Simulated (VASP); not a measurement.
Write the native input for VASP 6.6.1 that does the following.

| Item | Value |
| --- | --- |
| Task | single point |
| Functional | RPBE |
| Potentials or basis | VASP PAW PBE potentials, release 64 (Sn_d, Se) |
| Cutoff | 520 eV |
| k mesh | 8 × 8 × 8 |
| Occupations | fermi-dirac, width 0.05 eV |
| Spin | no spin polarisation |
| Dipole correction | no |
| Further INCAR settings | ALGO = Normal; EDIFF = 1e-06; NBANDS = 17 |

The structure of SnSe lies in POSCAR:

```
SnSe
1.0
    0.0000000000      3.0630168417      3.0630168417
    3.0630168417      0.0000000000      3.0630168417
    3.0630168417      3.0630168417      0.0000000000
Sn Se
1 1
Direct
    0.0000000000      0.0000000000      0.0000000000
    0.5000000000      0.5000000000      0.5000000000
```

One way to write it, as run:

INCAR

```
PREC = Accurate
ENCUT = 520
EDIFF = 1E-6
ISMEAR = -1
SIGMA = 0.05
LREAL = False
LASPH = True
NELM = 80
ALGO = Normal
ISIF = 2
LWAVE = False
LCHARG = False
GGA = RP
NBANDS = 17
```

KPOINTS

```
Automatic mesh
0
Gamma
  8 8 8
```

Potentials or basis: VASP PAW PBE potentials, release 64 (Sn_d, Se).

The run is started by

```sh
$ cat potpaw_PBE.64/Sn_d/POTCAR potpaw_PBE.64/Se/POTCAR > POTCAR
$ mpirun -np 1 vasp_std > vasp.out
```

It gave:

```yaml
Pressure: 0.0 GPa
Band_gap_on_the_k_mesh: 0.32 eV, direct
```

Caveat: the PAW data sets were made with another functional, which shifts forces and pressure a little; spin-orbit coupling is left out, which moves the levels of the heavy elements.

It took 16 s on 1 thread of AMD EPYC 9R45 96-Core Processor (Zen 5), with other jobs on the host, peak memory 0.16 GiB.
